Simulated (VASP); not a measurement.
# Si3Ag in VASP: notebook

The runs below take Si3Ag through relaxation of cell and atoms, single point, with PBE.

Program: VASP 6.6.1. These are calculated values, not measurements. Logs are shortened: lines on timing, memory, paths and dates and some standing lists are left out, and cuts for length are marked.

## Step 1: The cell of the first run

The structure is cubic, space group Im-3m (No. 229). The conventional cell has a = 5.096 Å, b = 5.096 Å, c = 5.096 Å, α = 90.00°, β = 90.00°, γ = 90.00°. Within 3.4 Å of Si (site symmetry 4/mmm) lie 4 Si at 2.55 Å and 2 Ag at 2.55 Å. Ag (site symmetry m-3m) has 6 Si at 2.55 Å within 3.4 Å.

The cell was built from a structure type or drawn by symmetry, and may not be a known phase.

## Step 2: Relaxation of cell and atoms, PBE

INCAR

```
SYSTEM = Si3Ag
PREC = Accurate
ENCUT = 600
EDIFF = 1E-7
ISMEAR = 0
SIGMA = 0.1
LREAL = .FALSE.
LASPH = .TRUE.
NELM = 60
ALGO = Normal
ISIF = 3
LWAVE = .FALSE.
LCHARG = .FALSE.
GGA = PE
IBRION = 2
NSW = 90
EDIFFG = -0.04
```

KPOINTS

```
regular mesh
0
G
  6 6 6
  0 0 0
```

POSCAR

```
Si3Ag
1.0
   -2.5480560600      2.5480560600      2.5480560600
    2.5480560600     -2.5480560600      2.5480560600
    2.5480560600      2.5480560600     -2.5480560600
Si Ag
3 1
Direct
    0.0000000000      0.5000000000      0.5000000000
    0.5000000000      0.0000000000      0.5000000000
    0.5000000000      0.5000000000      0.0000000000
    0.0000000000      0.0000000000      0.0000000000
```

Potentials or basis: VASP PAW PBE potentials, release 64 (Si, Ag).

Run with:

```bash
$ cat potpaw_PBE.64/Si/POTCAR potpaw_PBE.64/Ag/POTCAR > POTCAR
$ mpirun -np 1 vasp_std > vasp.out
```

OUTCAR:

```text
SYSTEM = Si3Ag
   PREC = Accurate
   ENCUT = 600
   EDIFF = 1E-7
   ISMEAR = 0
   LREAL = .FALSE.
   LASPH = .TRUE.
   NELM = 60
   ISIF = 3
   GGA = PE
   IBRION = 2
   NSW = 90
   EDIFFG = -0.04

 ion  position               nearest neighbor table
   1  0.000  0.500  0.500-   2 2.55   3 2.55   4 2.55   4 2.55   3 2.55   2 2.55
   2  0.500  0.000  0.500-   1 2.55   3 2.55   4 2.55   3 2.55   4 2.55   1 2.55
   3  0.500  0.500  0.000-   1 2.55   2 2.55   4 2.55   2 2.55   1 2.55   4 2.55
   4  0.000  0.000  0.000-   1 2.55   2 2.55   3 2.55   1 2.55   2 2.55   3 2.55

  LATTYP: Found a body centered cubic cell.
 ALAT       =     5.0961121200

  Lattice vectors:

 A1 = (  -2.5480560600,   2.5480560600,   2.5480560600)
 A2 = (   2.5480560600,  -2.5480560600,   2.5480560600)
 A3 = (   2.5480560600,   2.5480560600,  -2.5480560600)

Analysis of symmetry for initial positions (statically):
=====================================================================
 Subroutine PRICEL returns:
 Original cell was already a primitive cell.

 Routine SETGRP: Setting up the symmetry group for a
 body centered cubic supercell.

 Subroutine GETGRP returns: Found 48 space group operations
 (whereof 48 operations were pure point group operations)
 out of a pool of 48 trial point group operations.

The static configuration has the point symmetry O_h .

Analysis of symmetry for dynamics (positions and initial velocities):
=====================================================================
 Subroutine PRICEL returns:
 Original cell was already a primitive cell.

 Routine SETGRP: Setting up the symmetry group for a
 body centered cubic supercell.

 Subroutine GETGRP returns: Found 48 space group operations
 (whereof 48 operations were pure point group operations)
 out of a pool of 48 trial point group operations.

The dynamic configuration has the point symmetry O_h .

 Subroutine INISYM returns: Found 48 space group operations
 (whereof 48 operations are pure point group operations),
 and found     1 'primitive' translations

----------------------------------------------------------------------------------------

                                     Primitive cell

  volume of cell :      66.1739

  direct lattice vectors                    reciprocal lattice vectors
    -2.548056060  2.548056060  2.548056060     0.000000000  0.196228022  0.196228022
     2.548056060 -2.548056060  2.548056060     0.196228022  0.000000000  0.196228022
     2.548056060  2.548056060 -2.548056060     0.196228022  0.196228022  0.000000000

  length of vectors
     4.413362556  4.413362556  4.413362556     0.277508330  0.277508330  0.277508330

  position of ions in fractional coordinates (direct lattice)
     0.000000000  0.500000000  0.500000000
     0.500000000  0.000000000  0.500000000
     0.500000000  0.500000000  0.000000000
     0.000000000  0.000000000  0.000000000

  ion indices of the primitive-cell ions
   primitive index   ion index
                 1           1
                 2           2
                 3           3
                 4           4

----------------------------------------------------------------------------------------

 KPOINTS: regular mesh

Automatic generation of k-mesh.
 Grid dimensions read from file:
 generate k-points for:    6    6    6

 Generating k-lattice:

  Cartesian coordinates                     Fractional coordinates (reciprocal lattice)
     0.000000000  0.032704670  0.032704670     0.166666667  0.000000000  0.000000000
     0.032704670  0.000000000  0.032704670     0.000000000  0.166666667  0.000000000
     0.032704670  0.032704670  0.000000000     0.000000000  0.000000000  0.166666667

  Length of vectors
     0.046251388  0.046251388  0.046251388

  Shift w.r.t. Gamma in fractional coordinates (k-lattice)
     0.000000000  0.000000000  0.000000000

 Subroutine IBZKPT returns following result:
 ===========================================

 Found     16 irreducible k-points:

 Following reciprocal coordinates:
            Coordinates               Weight
  0.000000  0.000000  0.000000      1.000000
  0.166667  0.000000  0.000000     12.000000
  0.333333  0.000000  0.000000     12.000000
  0.500000  0.000000  0.000000      6.000000
  0.166667  0.166667  0.000000     24.000000
  0.333333  0.166667  0.000000     48.000000
[... 8 lines left out ...]
  0.500000  0.500000  0.333333     12.000000
  0.500000  0.500000  0.500000      1.000000
   k-points           NKPTS =     16   k-points in BZ     NKDIM =     16   number of bands    NBANDS=     15
   number of dos      NEDOS =    301   number of ions     NIONS =      4
   total plane-waves  NPLWV =  46656
   dimension x,y,z NGX =    36 NGY =   36 NGZ =   36
   dimension x,y,z NGXF=    72 NGYF=   72 NGZF=   72
   ions per type =               3   1
   NGX,Y,Z   is equivalent  to a cutoff of  13.56, 13.56, 13.56 a.u.
   NGXF,Y,Z  is equivalent  to a cutoff of  27.12, 27.12, 27.12 a.u.
 SYSTEM =  Si3Ag
   PREC   = accura    normal or accurate (medium, high low for compatibility)
   ISTART =      0    job   : 0-new  1-cont  2-samecut
   ICHARG =      2    charge: 1-file 2-atom 10-const
   ISPIN  =      1    spin polarized calculation?
   LNONCOLLINEAR =      F non collinear calculations
   LSORBIT =      F    spin-orbit coupling
   LASPH  =      T    aspherical Exc in radial PAW
   ENCUT  =  600.0 eV  44.10 Ry    6.64 a.u.   8.81  8.81  8.81*2*pi/ulx,y,z
   NELM   =     60;   NELMIN=  2; NELMDL= -5     # of ELM steps
   EDIFF  = 0.1E-06   stopping-criterion for ELM
   LREAL  =      F    real-space projection
   EDIFFG = -.4E-01   stopping-criterion for IOM
   NSW    =     90    number of steps for IOM
   IBRION =      2    ionic relax: 0-MD 1-quasi-New 2-CG
   NFREE  =      1    steps in history (QN), initial steepest desc. (CG)
   ISIF   =      3    stress and relaxation
   ISYM   =      2    0-nonsym 1-usesym 2-fastsym
   POTIM  = 0.5000    time-step for ionic-motion
   TEBEG  =    0.0;   TEEND  =   0.0 temperature during run
   PSTRESS=    0.0 pullay stress
   NELECT =      23.0000    total number of electrons
   NUPDOWN=      -1.0000    fix difference up-down
   EMIN   =  10.00;   EMAX   =-10.00  energy-range for DOS
   EFERMI =   0.00;   METHOD = LEGACY
   ISMEAR =     0;   SIGMA  =   0.10  broadening in eV -4-tet -1-fermi 0-gaus
   EFERMI_NEDOS =   21; number of points for ismear=-14 and -15
   IALGO  =     38    algorithm
   IMIX   =      4    mixing-type and parameters
     AMIX     =   0.40;   BMIX     =  1.00
     AMIX_MAG =   1.60;   BMIX_MAG =  1.00
  volume/ion in A,a.u.               =      16.54       111.64
  Fermi-wavevector in a.u.,A,eV,Ry     =   1.151035  2.175140 18.026103  1.324881
  Thomas-Fermi vector in A             =   2.287695
   LORBIT       =      0    0 simple, 1 ext, 2 COOP (PROOUT), +10 PAW based schemes
   GGA     = PE    functional components
   LHFCALC =     F    Hartree Fock is set to
   AEXX    =    0.0000 exact exchange contribution
   IVDW    =     0    specifies the selected vdW correction
   LEPSILON=     F    determine dielectric tensor
   LRPA    =     F    only Hartree local field effects (RPA)
 conjugate gradient relaxation of ions
 non-spin polarized calculation
 Gauss-broadening in eV      SIGMA  =   0.10
  energy-cutoff  :      600.00
  volume of cell :       66.17
 maximum number of plane-waves:      2234
   NGX = 17   NGY = 17   NGZ = 17

--------------------------------------- Ionic step        1  -------------------------------------------

 number of electron      23.0000001 magnetization

 Free energy of the ion-electron system (eV)
  ---------------------------------------------------
  ext. energy  EPLUGINS =         0.00000000
  ---------------------------------------------------
  free energy    TOTEN  =       -17.38179431 eV

  energy without entropy =      -17.37555773  energy(sigma->0) =      -17.37867602

------------------------ aborting loop because EDIFF is reached ----------------------------------------

  FORCE on cell =-STRESS in cart. coord.  units (eV):
  Direction    XX          YY          ZZ          XY          YZ          ZX
  --------------------------------------------------------------------------------------
  -------------------------------------------------------------------------------------
  Total        1.2840379      1.2840379      1.2840379      0.0000000      0.0000000      0.0000000
  in kB       31.0886249     31.0886249     31.0886249      0.0000000      0.0000000      0.0000000
  external PRESSURE =      31.0886249 kB  Pullay stress =       0.0000000 kB

 VOLUME and BASIS-vectors are now :
 -----------------------------------------------------------------------------
  energy-cutoff  :      600.00
  volume of cell :       66.17
      direct lattice vectors                 reciprocal lattice vectors
    -2.548056060  2.548056060  2.548056060     0.000000000  0.196228022  0.196228022
     2.548056060 -2.548056060  2.548056060     0.196228022  0.000000000  0.196228022
     2.548056060  2.548056060 -2.548056060     0.196228022  0.196228022  0.000000000
[... 39 lines left out ...]
 POSITION                                       TOTAL-FORCE (eV/Angst)
 -----------------------------------------------------------------------------------
      0.00000      2.58752      2.58752        -0.000000      0.000000     -0.000000
      0.00000      2.58752      0.00000        -0.000000     -0.000000      0.000000
      0.00000      0.00000      2.58752         0.000000      0.000000      0.000000
      2.58752      2.58752     -2.58752         0.000000      0.000000     -0.000000
 -----------------------------------------------------------------------------------
    total drift:                                0.000000     -0.000000      0.000000

  FREE ENERGIE OF THE ION-ELECTRON SYSTEM (eV)
  ---------------------------------------------------
  free  energy   TOTEN  =       -17.3954163728 eV

  energy  without entropy=      -17.3890609793  energy(sigma->0) =      -17.39223868

--------------------------------------- Ionic step        3  -------------------------------------------

 number of electron      23.0000005 magnetization

 Free energy of the ion-electron system (eV)
  ---------------------------------------------------
  ext. energy  EPLUGINS =         0.00000000
  ---------------------------------------------------
  free energy    TOTEN  =       -17.40073690 eV

  energy without entropy =      -17.39447919  energy(sigma->0) =      -17.39760804

 E-fermi :   7.9087     XC(G=0): -10.8584

 val. band max:        7.5801012814   @ k =   0.5000   0.5000   0.1667
 cond. band min:       7.9161893825   @ k =   0.1667   0.1667   0.0000
 fundamental gap:      0.3360881011
 Fermi energy:         7.9087096753

 k-point     1 :       0.0000    0.0000    0.0000
  band No.  band energies     occupation
      1      -4.0757      2.00000
      2       1.3912      2.00000
      3       1.3912      2.00000
      4       2.4006      2.00000
      5       2.4006      2.00000
      6       2.4006      2.00000
      7       5.2149      2.00000
      8       5.2149      2.00000
      9       5.2149      2.00000
     10       6.0251      2.00000
     11       6.0251      2.00000
     12       7.4696      2.00000
     13       7.4696      2.00000
     14       7.4696      2.00000
     15      10.2018      0.00000
[... 290 lines left out ...]
 POSITION                                       TOTAL-FORCE (eV/Angst)
 -----------------------------------------------------------------------------------
      2.57359      0.00000      0.00000        -0.000000      0.000000      0.000000
      0.00000      2.57359      0.00000        -0.000000      0.000000      0.000000
      0.00000      0.00000      2.57359         0.000000     -0.000000     -0.000000
     -0.00000      0.00000      0.00000         0.000000      0.000000      0.000000
 -----------------------------------------------------------------------------------
    total drift:                                0.000000     -0.000000     -0.000000

  FREE ENERGIE OF THE ION-ELECTRON SYSTEM (eV)
  ---------------------------------------------------
  free  energy   TOTEN  =       -17.4007368965 eV

  energy  without entropy=      -17.3944791934  energy(sigma->0) =      -17.39760804

 reached required accuracy - stopping structural energy minimisation
```

It took 91 s on 1 thread of Intel Xeon 8259CL, shared host; peak memory 0.22 GiB.

Results:

* Free energy: -17.4007 eV
* Relaxed volume: 17.05 Å³/atom
* Relaxed cell: a = 4.458 Å, b = 4.458 Å, c = 4.458 Å, α = 109.47°, β = 109.47°, γ = 109.47°
* Space group after relaxing (to 0.1 Å): Im-3m (No. 229)
* Energy gained by relaxing: 4.7 meV/atom
* Ionic steps: 3
* Pressure after relaxing: 0.0 GPa
* Band gap on the k mesh: zero (an odd number of electrons rules out a gap without spin polarisation)

Step by step:
| step | energy change (eV) | largest force (eV/Å) | pressure (GPa) | volume (Å³) |
| --- | --- | --- | --- | --- |
| 1 | 0.0000 | 0.0000 | 3.11 | 66.17 |
| 2 | -0.0136 | 0.0000 | -1.50 | 69.30 |
| 3 | -0.0189 | 0.0000 | 0.00 | 68.18 |

Final structure:
```cif
data_structure
_symmetry_space_group_name_H-M 'P 1'
_symmetry_Int_Tables_number 1
_cell_length_a 4.4576
_cell_length_b 4.4576
_cell_length_c 4.4576
_cell_angle_alpha 109.471
_cell_angle_beta 109.471
_cell_angle_gamma 109.471
_cell_volume 68.18
loop_
_atom_site_label
_atom_site_type_symbol
_atom_site_fract_x
_atom_site_fract_y
_atom_site_fract_z
_atom_site_occupancy
Si1 Si 0.00000 0.50000 0.50000 1
Si2 Si 0.50000 0.00000 0.50000 1
Si3 Si 0.50000 0.50000 0.00000 1
Ag1 Ag 0.00000 0.00000 0.00000 1
```

## Step 3: Single point, PBE

This run uses another cell than the first one, of 17.06 Å³/atom.

INCAR

```
SYSTEM = Si3Ag
PREC = Accurate ; ENCUT = 520
EDIFF = 1E-6 ; ISMEAR = 0
SIGMA = 0.1 ; LREAL = .FALSE.
LASPH = .TRUE. ; NELM = 100
ALGO = Normal ; ISIF = 2
LWAVE = .FALSE. ; LCHARG = .FALSE.
GGA = PE ; NBANDS = 20
```

KPOINTS

```
regular mesh
0
G
  12 12 12
  0 0 0
```

POSCAR

```
Si3Ag
1.0
   -2.5742973460      2.5742973460      2.5742973460
    2.5742973460     -2.5742973460      2.5742973460
    2.5742973460      2.5742973460     -2.5742973460
Si Ag
3 1
Direct
    0.0000000000      0.5000000000      0.5000000000
    0.5000000000      0.0000000000      0.5000000000
    0.5000000000      0.5000000000      0.0000000000
    0.0000000000      0.0000000000      0.0000000000
```

Potentials or basis: VASP PAW PBE potentials, release 64 (Si, Ag).

Run with:

```bash
$ cat potpaw_PBE.64/Si/POTCAR potpaw_PBE.64/Ag/POTCAR > POTCAR
$ mpirun -np 1 vasp_std > vasp.out
```

Run time: 2.5 min. Hardware: 1 thread of Intel Xeon 8259CL, shared host; peak memory 0.26 GiB.

The run converged. Its results:

- Free energy: -17.3424 eV
- Pressure: 0.0 GPa
- Band gap on the k mesh: zero (an odd number of electrons rules out a gap without spin polarisation)

Levels at points of the mesh, in eV from the Fermi level:
```csv
k point,band 10,band 11,band 12,band 13,band 14,band 15
"(0.00, 0.00, 0.00)",-1.93,-1.93,-0.47,-0.47,-0.47,2.26
"(0.50, 0.00, 0.00)",-2.20,-1.97,0.82,1.67,1.77,4.06
"(0.50, 0.50, 0.50)",-4.24,-4.24,1.90,1.90,1.90,6.57
```

[end of part 1 of 3]
